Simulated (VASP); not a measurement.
Input of a VASP 6.6.1 run:

Contents of INCAR:

```
  ALGO = Normal
  DIPOL = 0.5 0.5 0.500
  EDIFF = 1E-6
  ENCUT = 520
  GGA = PE
  IDIPOL = 3
  ISIF = 2
  ISMEAR = 0
  LASPH = True
  LCHARG = False
  LDIPOL = True
  LREAL = False
  LWAVE = False
  NBANDS = 26
  NELM = 80
  PREC = Accurate
  SIGMA = 0.05
```

Contents of KPOINTS:

```
k-points
0
Gamma
  9 9 1
```

Contents of POSCAR:

```
AlN
1.0
    3.1297683446      0.0000000000      0.0000000000
   -1.5648841723      2.7104588944      0.0000000000
    0.0000000000      0.0000000000     22.1202896029
N Al
4 4
Direct
    0.3333333333      0.6666666667      0.3164515531
    0.6666666667      0.3333333333      0.4298610819
    0.3333333333      0.6666666667      0.5458315902
    0.6666666667      0.3333333333      0.6579946630
    0.6666666667      0.3333333333      0.3433198605
    0.3333333333      0.6666666667      0.4567293893
    0.6666666667      0.3333333333      0.5677815858
    0.3333333333      0.6666666667      0.6809413975
```

Potentials or basis: VASP PAW PBE potentials, release 64 (N, Al).

The run is started by

```console
$ cat potpaw_PBE.64/N/POTCAR potpaw_PBE.64/Al/POTCAR > POTCAR
$ mpirun -np 1 vasp_std > vasp.out
```

**Question.** Estimate the largest force.

**Answer.** 2.666 eV/Å.

**Question.** Estimate the band gap on the k mesh.

**Answer.** Zero (band 16 reaches 0.57 eV, above the bottom of band 17 at 0.21 eV).

Forces in eV/Å, atoms in the order of the input:
```
N    0.000  0.000  2.048
N    0.000  0.000  1.961
N    0.000  0.000 -0.025
N    0.000  0.000  0.002
Al   0.000  0.000 -2.666
Al   0.000  0.000 -1.360
Al   0.000  0.000  0.017
Al   0.000  0.000  0.023
```
